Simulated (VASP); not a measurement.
Write the native input for VASP 6.6.1 that does the following.

```
Task                   : single point
Functional             : PBE
Potentials or basis    : VASP PAW PBE potentials, release 64 (Ti_sv, O)
Cutoff                 : 520 eV
k mesh                 : 6 × 6 × 4
Occupations            : gaussian, width 0.02 eV
Spin                   : no spin polarisation
Hubbard terms          : Ti d U = 4.0 eV
Dipole correction      : no
Further INCAR settings : ALGO = Normal; EDIFF = 1e-06; NBANDS = 60
```

The structure of TiO2 lies in POSCAR:

```
TiO2
1.0
    3.7034607042      0.0000000000      0.0000000000
    0.0000000000      3.8394920104      0.0000000000
    0.0000000000      0.0000000000      9.9576936142
Ti O
4 8
Direct
    0.0000000000      0.0000000000      0.0034673840
    0.0000000000      0.5000000000      0.2465326160
    0.5000000000      0.5000000000      0.5034673840
    0.5000000000      0.0000000000      0.7465326160
    0.0000000000      0.5000000000      0.4537256368
    0.0000000000      0.0000000000      0.2027837657
    0.0000000000      0.5000000000      0.0472162343
    0.5000000000      0.5000000000      0.2962743632
    0.5000000000      0.0000000000      0.9537256368
    0.5000000000      0.5000000000      0.7027837657
    0.5000000000      0.0000000000      0.5472162343
    0.0000000000      0.0000000000      0.7962743632
```

The input as run:

INCAR

```
  PREC = Accurate
  ENCUT = 520
  EDIFF = 1E-6
  ISMEAR = 0
  SIGMA = 0.02
  LREAL = F
  LASPH = T
  NELM = 150
  ALGO = Normal
  ISIF = 2
  LWAVE = F
  LCHARG = T
  LMAXMIX = 4
  LDAU = T
  LDAUTYPE = 2
  LDAUL = 2 -1
  LDAUU = 4 0
  LDAUJ = 0 0
  LDAUPRINT = 1
  GGA = PE
  LELF = T
  LVHAR = T
  NBANDS = 60
```

KPOINTS

```
regular mesh
0
Gamma
  6 6 4
```

Potentials or basis: VASP PAW PBE potentials, release 64 (Ti_sv, O).

Run with:

```bash
$ cat potpaw_PBE.64/Ti_sv/POTCAR potpaw_PBE.64/O/POTCAR > POTCAR
$ mpirun -np 1 vasp_std > vasp.out
```

Results of the run:

The pressure is 6.8 GPa. The largest force is 0.207 eV/Å. The band gap on the k mesh is 2.83 eV.

Caveat: the stress differs along the axes, from 3 to 13 GPa.

Run time: 9.5 min on 1 thread of Oxide Virtual Turin-like Processor (shared host), peak memory 0.38 GiB.
